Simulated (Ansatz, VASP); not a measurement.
One calculation of Cu, two programs

```
Cu
1.0
    -1.50772    1.44279    1.37608
     1.50772   -1.44279    1.37608
     1.50772    1.44279   -1.37608
Cu
1
Direct
  0.00000 0.00000 0.00000
```

Change from the starting cell: strain +0.0450 x Voigt [1, 0, 0, 0, 0, 0], atoms carried along.

Alike in both runs: task single point; functional PBEsol; k mesh 24 × 24 × 24; occupations gaussian, width 0.15 eV; no spin polarisation.

|  | VASP | Ansatz |
| --- | --- | --- |
| version | VASP 6.6.1 | Ansatz 0.2.0 |
| potentials or method | VASP PAW PBE potentials, release 64 (Cu), cutoff 520 eV | scalar-relativistic, plane waves, PAW |
| valence electrons in the cell | 11 | 19 |

|  | VASP | Ansatz | Ansatz less VASP |
| --- | --- | --- | --- |
| gap on the k mesh at the Fermi level (eV) | none | none | - |
| pressure (GPa) | -6.9 | -7.6 | -0.76 |
| traceless stress, the component that is largest in VASP (GPa) | 0.64 | 0.66 | +0.014 |

VASP's potentials were made for PBE, not for PBEsol. A gap of «none» marks a metal or a gap that the smearing closes. With one functional, cell and mesh, what is left measures potentials, basis and numerics. VASP's potentials hold 11 valence electrons a cell and Ansatz's 19, so a difference there can come from the potentials and not from the codes.
